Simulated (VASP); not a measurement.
# La4ZrO (F-43m) in VASP: further runs

Runs on La4ZrO. Level: PBE. Tasks: single point, relaxation of cell and atoms.

All numbers are computed with VASP 6.6.1; they aren't measurements. Logs are shortened: lines on timing, memory, paths and dates and some standing lists are left out, and cuts for length are marked.

## (1) The cell of the first run

It takes space group F-43m (No. 216, cubic). Conventional cell: a = 8.632 Å, b = 8.632 Å, c = 8.632 Å, α = 90.00°, β = 90.00°, γ = 90.00°. La (site symmetry 3m) has 6 La at 3.05 to 3.06 Å and 3 Zr at 3.58 Å and 3 O at 3.58 Å within 4.0 Å. Zr (site symmetry -43m) has 12 La at 3.58 Å and 4 O at 3.74 Å within 4.7 Å. Within 4.7 Å of O (site symmetry -43m) lie 12 La at 3.58 Å and 4 Zr at 3.74 Å.

The cell was generated, and may not be a known phase.

## (2) Single point, PBE

File INCAR:

```
ALGO = Normal ; EDIFF = 1E-7
ENCUT = 520 ; GGA = PE
ISIF = 2 ; ISMEAR = 0
LASPH = T ; LCHARG = F
LREAL = F ; LWAVE = F
NBANDS = 40 ; NELM = 60
PREC = Accurate ; SIGMA = 0.1
```

File KPOINTS:

```
k-points
0
Gamma
  4 4 4
```

File POSCAR:

```
La4ZrO
1.0
    0.0000000000      4.3160240200      4.3160240200
    4.3160240200      0.0000000000      4.3160240200
    4.3160240200      4.3160240200      0.0000000000
La Zr O
4 1 1
Direct
    0.6251780600      0.1244658300      0.6251780600
    0.1244658300      0.6251780600      0.6251780600
    0.6251780600      0.6251780600      0.6251780600
    0.6251780600      0.6251780600      0.1244658300
    0.0000000000      0.0000000000      0.0000000000
    0.2500000000      0.2500000000      0.2500000000
```

Potentials or basis: VASP PAW PBE potentials, release 64 (La, Zr_sv, O).

Run with:

```bash
cat potpaw_PBE.64/La/POTCAR potpaw_PBE.64/Zr_sv/POTCAR potpaw_PBE.64/O/POTCAR > POTCAR
mpirun -np 1 vasp_std > vasp.out
```

OUTCAR:

```text
EDIFF = 1E-7
   ENCUT = 520
   GGA = PE
   ISIF = 2
   ISMEAR = 0
   LASPH = T
   LREAL = F
   NELM = 60
   PREC = Accurate

 ion  position               nearest neighbor table
   1  0.625  0.124  0.625-   2 3.05   3 3.05   4 3.05   4 3.06   3 3.06   2 3.06   5 3.58   5 3.58
                             5 3.58
   2  0.124  0.625  0.625-   1 3.05   3 3.05   4 3.05   3 3.06   4 3.06   1 3.06   5 3.58   5 3.58
                             5 3.58
   3  0.625  0.625  0.625-   1 3.05   2 3.05   4 3.05   4 3.06   1 3.06   2 3.06   5 3.58   5 3.58
                             5 3.58
   4  0.625  0.625  0.124-   1 3.05   2 3.05   3 3.05   3 3.06   1 3.06   2 3.06   5 3.58   5 3.58
                             5 3.58
   5  0.000  0.000  0.000-   1 3.58   2 3.58   4 3.58   3 3.58   3 3.58   3 3.58   1 3.58   2 3.58
                             4 3.58   2 3.58   1 3.58   4 3.58
   6  0.250  0.250  0.250-

  LATTYP: Found a face centered cubic cell.
 ALAT       =     8.6320480400

  Lattice vectors:

 A1 = (   0.0000000000,   4.3160240200,   4.3160240200)
 A2 = (   4.3160240200,   0.0000000000,   4.3160240200)
 A3 = (   4.3160240200,   4.3160240200,   0.0000000000)

Analysis of symmetry for initial positions (statically):
=====================================================================
 Subroutine PRICEL returns:
 Original cell was already a primitive cell.

 Routine SETGRP: Setting up the symmetry group for a
 face centered cubic supercell.

 Subroutine GETGRP returns: Found 24 space group operations
 (whereof 24 operations were pure point group operations)
 out of a pool of 48 trial point group operations.

The static configuration has the point symmetry T_d .

Analysis of symmetry for dynamics (positions and initial velocities):
=====================================================================
 Subroutine PRICEL returns:
 Original cell was already a primitive cell.

 Routine SETGRP: Setting up the symmetry group for a
 face centered cubic supercell.

 Subroutine GETGRP returns: Found 24 space group operations
 (whereof 24 operations were pure point group operations)
 out of a pool of 48 trial point group operations.

The dynamic configuration has the point symmetry T_d .

 Subroutine INISYM returns: Found 24 space group operations
 (whereof 24 operations are pure point group operations),
 and found     1 'primitive' translations

----------------------------------------------------------------------------------------

                                     Primitive cell

  volume of cell :     160.7983

  direct lattice vectors                    reciprocal lattice vectors
     0.000000000  4.316024020  4.316024020    -0.115847363  0.115847363  0.115847363
     4.316024020  0.000000000  4.316024020     0.115847363 -0.115847363  0.115847363
     4.316024020  4.316024020  0.000000000     0.115847363  0.115847363 -0.115847363

  length of vectors
     6.103779705  6.103779705  6.103779705     0.200653518  0.200653518  0.200653518

  position of ions in fractional coordinates (direct lattice)
     0.625178060  0.124465830  0.625178060
     0.124465830  0.625178060  0.625178060
     0.625178060  0.625178060  0.625178060
     0.625178060  0.625178060  0.124465830
     0.000000000  0.000000000  0.000000000
     0.250000000  0.250000000  0.250000000

  ion indices of the primitive-cell ions
   primitive index   ion index
                 1           1
                 2           2
                 3           3
                 4           4
                 5           5
                 6           6

----------------------------------------------------------------------------------------

 KPOINTS: k-points

Automatic generation of k-mesh.
 Grid dimensions read from file:
 generate k-points for:    4    4    4

 Generating k-lattice:

  Cartesian coordinates                     Fractional coordinates (reciprocal lattice)
    -0.028961841  0.028961841  0.028961841     0.250000000  0.000000000  0.000000000
     0.028961841 -0.028961841  0.028961841     0.000000000  0.250000000  0.000000000
     0.028961841  0.028961841 -0.028961841     0.000000000  0.000000000  0.250000000

  Length of vectors
     0.050163380  0.050163380  0.050163380

  Shift w.r.t. Gamma in fractional coordinates (k-lattice)
     0.000000000  0.000000000  0.000000000

 Subroutine IBZKPT returns following result:
 ===========================================

 Found      8 irreducible k-points:

 Following reciprocal coordinates:
            Coordinates               Weight
  0.000000  0.000000  0.000000      1.000000
  0.250000  0.000000  0.000000      8.000000
  0.500000  0.000000  0.000000      4.000000
  0.250000  0.250000  0.000000      6.000000
  0.500000  0.250000  0.000000     24.000000
 -0.250000  0.250000  0.000000     12.000000
  0.500000  0.500000  0.000000      3.000000
 -0.250000  0.500000  0.250000      6.000000
   k-points           NKPTS =      8   k-points in BZ     NKDIM =      8   number of bands    NBANDS=     40
   number of dos      NEDOS =    301   number of ions     NIONS =      6
   total plane-waves  NPLWV = 110592
   dimension x,y,z NGX =    48 NGY =   48 NGZ =   48
   dimension x,y,z NGXF=    96 NGYF=   96 NGZF=   96
   ions per type =               4   1   1
   NGX,Y,Z   is equivalent  to a cutoff of  13.07, 13.07, 13.07 a.u.
   NGXF,Y,Z  is equivalent  to a cutoff of  26.15, 26.15, 26.15 a.u.
 SYSTEM =  unknown system
   PREC   = accura    normal or accurate (medium, high low for compatibility)
   ISTART =      0    job   : 0-new  1-cont  2-samecut
   ICHARG =      2    charge: 1-file 2-atom 10-const
   ISPIN  =      1    spin polarized calculation?
   LNONCOLLINEAR =      F non collinear calculations
   LSORBIT =      F    spin-orbit coupling
   LASPH  =      T    aspherical Exc in radial PAW
   ENCUT  =  520.0 eV  38.22 Ry    6.18 a.u.  11.35 11.35 11.35*2*pi/ulx,y,z
   NELM   =     60;   NELMIN=  2; NELMDL= -5     # of ELM steps
   EDIFF  = 0.1E-06   stopping-criterion for ELM
   LREAL  =      F    real-space projection
   EDIFFG = 0.1E-05   stopping-criterion for IOM
   NSW    =      0    number of steps for IOM
   IBRION =     -1    ionic relax: 0-MD 1-quasi-New 2-CG
   NFREE  =      0    steps in history (QN), initial steepest desc. (CG)
   ISIF   =      2    stress and relaxation
   ISYM   =      2    0-nonsym 1-usesym 2-fastsym
   POTIM  = 0.5000    time-step for ionic-motion
   TEBEG  =    0.0;   TEEND  =   0.0 temperature during run
   PSTRESS=    0.0 pullay stress
   NELECT =      62.0000    total number of electrons
   NUPDOWN=      -1.0000    fix difference up-down
   EMIN   =  10.00;   EMAX   =-10.00  energy-range for DOS
   EFERMI =   0.00;   METHOD = LEGACY
   ISMEAR =     0;   SIGMA  =   0.10  broadening in eV -4-tet -1-fermi 0-gaus
   EFERMI_NEDOS =   21; number of points for ismear=-14 and -15
   IALGO  =     38    algorithm
   IMIX   =      4    mixing-type and parameters
     AMIX     =   0.40;   BMIX     =  1.00
     AMIX_MAG =   1.60;   BMIX_MAG =  1.00
  volume/ion in A,a.u.               =      26.80       180.85
  Fermi-wavevector in a.u.,A,eV,Ry     =   1.191548  2.251699 19.317370  1.419787
  Thomas-Fermi vector in A             =   2.327607
   LORBIT       =      0    0 simple, 1 ext, 2 COOP (PROOUT), +10 PAW based schemes
   GGA     = PE    functional components
   LHFCALC =     F    Hartree Fock is set to
   AEXX    =    0.0000 exact exchange contribution
   IVDW    =     0    specifies the selected vdW correction
   LEPSILON=     F    determine dielectric tensor
   LRPA    =     F    only Hartree local field effects (RPA)
 non-spin polarized calculation
 Gauss-broadening in eV      SIGMA  =   0.10
  energy-cutoff  :      520.00
  volume of cell :      160.80
 maximum number of plane-waves:      4348
 NGX is ok and might be reduce to    48
   NGX = 23   NGY = 23   NGZ = 23

 number of electron      61.9999994 magnetization

 Free energy of the ion-electron system (eV)
  ---------------------------------------------------
  ext. energy  EPLUGINS =         0.00000000
  ---------------------------------------------------
  free energy    TOTEN  =       -28.63204433 eV

  energy without entropy =      -28.58660891  energy(sigma->0) =      -28.60932662

 E-fermi :   8.4955     XC(G=0): -10.1554

 val. band max:        8.4592812852   @ k =   0.2500   0.0000   0.0000
 cond. band min:       8.5114046268   @ k =   0.5000   0.0000   0.0000
 fundamental gap:      0.0521233416
 Fermi energy:         8.4955021085

 k-point     1 :       0.0000    0.0000    0.0000
  band No.  band energies     occupation
      1     -40.5138      2.00000
      2     -24.6256      2.00000
      3     -23.5473      2.00000
      4     -23.5473      2.00000
      5     -23.5473      2.00000
      6     -18.5333      2.00000
[... 32 lines left out ...]
     39       9.9677      0.00000
     40       9.9678      0.00000

 k-point     2 :       0.2500    0.0000    0.0000
  band No.  band energies     occupation
      1     -40.5138      2.00000
      2     -24.5275      2.00000
      3     -23.6803      2.00000
      4     -23.5492      2.00000
      5     -23.5492      2.00000
      6     -18.5335      2.00000
[... 32 lines left out ...]
     39       9.9387      0.00000
     40      10.0928      0.00000

 k-point     3 :       0.5000    0.0000    0.0000
  band No.  band energies     occupation
      1     -40.5138      2.00000
      2     -24.3860      2.00000
      3     -23.8561      2.00000
      4     -23.5511      2.00000
      5     -23.5511      2.00000
      6     -18.5336      2.00000
[... 165 lines left out ...]
  band No.  band energies     occupation
      1     -40.5138      2.00000
      2     -24.1312      2.00000
      3     -24.1280      2.00000
      4     -23.5554      2.00000
      5     -23.5554      2.00000
      6     -18.5318      2.00000
[... 32 lines left out ...]
     39      10.3295      0.00000
     40      10.4197      0.00000

 k-point     8 :      -0.2500    0.5000    0.2500
  band No.  band energies     occupation
      1     -40.5138      2.00000
      2     -24.1316      2.00000
      3     -24.1280      2.00000
      4     -23.5555      2.00000
      5     -23.5548      2.00000
      6     -18.5322      2.00000
[... 32 lines left out ...]
     39      10.0607      0.00000
     40      10.1246      0.00000

------------------------ aborting loop because EDIFF is reached ----------------------------------------

  FORCE on cell =-STRESS in cart. coord.  units (eV):
  Direction    XX          YY          ZZ          XY          YZ          ZX
  --------------------------------------------------------------------------------------
  -------------------------------------------------------------------------------------
  Total        4.5709144      4.5709144      4.5709144     -0.0000000      0.0000000     -0.0000000
  in kB       45.5440993     45.5440993     45.5440993     -0.0000000      0.0000000     -0.0000000
  external PRESSURE =      45.5440993 kB  Pullay stress =       0.0000000 kB

 VOLUME and BASIS-vectors are now :
 -----------------------------------------------------------------------------
  energy-cutoff  :      520.00
  volume of cell :      160.80
      direct lattice vectors                 reciprocal lattice vectors
     0.000000000  4.316024020  4.316024020    -0.115847363  0.115847363  0.115847363
     4.316024020  0.000000000  4.316024020     0.115847363 -0.115847363  0.115847363
     4.316024020  4.316024020  0.000000000     0.115847363  0.115847363 -0.115847363

 POSITION                                       TOTAL-FORCE (eV/Angst)
 -----------------------------------------------------------------------------------
      3.23548      5.39657      3.23548        -0.047034      0.047034     -0.047034
      5.39657      3.23548      3.23548         0.047034     -0.047034     -0.047034
      5.39657      5.39657      5.39657         0.047034      0.047034      0.047034
      3.23548      3.23548      5.39657        -0.047034     -0.047034      0.047034
      0.00000      0.00000      0.00000         0.000000      0.000000      0.000000
      2.15801      2.15801      2.15801         0.000000      0.000000      0.000000
 -----------------------------------------------------------------------------------
    total drift:                               -0.000106     -0.000106     -0.000106

  FREE ENERGIE OF THE ION-ELECTRON SYSTEM (eV)
  ---------------------------------------------------
  free  energy   TOTEN  =       -28.6320443261 eV

  energy  without entropy=      -28.5866089148  energy(sigma->0) =      -28.60932662
```

Run time: 82 s. Hardware: 1 thread of Intel Xeon Platinum 8488C (Sapphire Rapids), shared host; peak memory 0.36 GiB.

What came out:

| Property | Result |
| --- | --- |
| Free energy | -28.6320 eV |
| Pressure | 4.6 GPa |
| Largest force | 0.081 eV/Å |
| Band gap on the k mesh | zero (filled and empty bands touch) |

Forces on the atoms (eV/Å):
```
La  -0.047  0.047 -0.047
La   0.047 -0.047 -0.047
La   0.047  0.047  0.047
La  -0.047 -0.047  0.047
Zr   0.000  0.000  0.000
O    0.000  0.000  0.000
```

Levels at points of the mesh, in eV from the Fermi level:
```tsv
k point	band 28	band 29	band 30	band 31	band 32	band 33	band 34	band 35
(0.00, 0.00, 0.00)	-1.46	-1.46	-0.39	-0.39	0.24	0.24	0.24	1.03
(0.50, 0.00, 0.00)	-0.74	-0.65	-0.42	-0.42	0.02	0.36	0.36	1.28
(0.50, 0.50, 0.00)	-0.72	-0.48	-0.48	-0.43	0.27	0.39	0.39	0.49
```

Caveat: the cell stands under pressure; spin-orbit coupling is left out, which moves the levels of the heavy elements.

[end of part 1 of 2]

The gap in the log of VASP goes by the Fermi energy; the results here count the filled bands.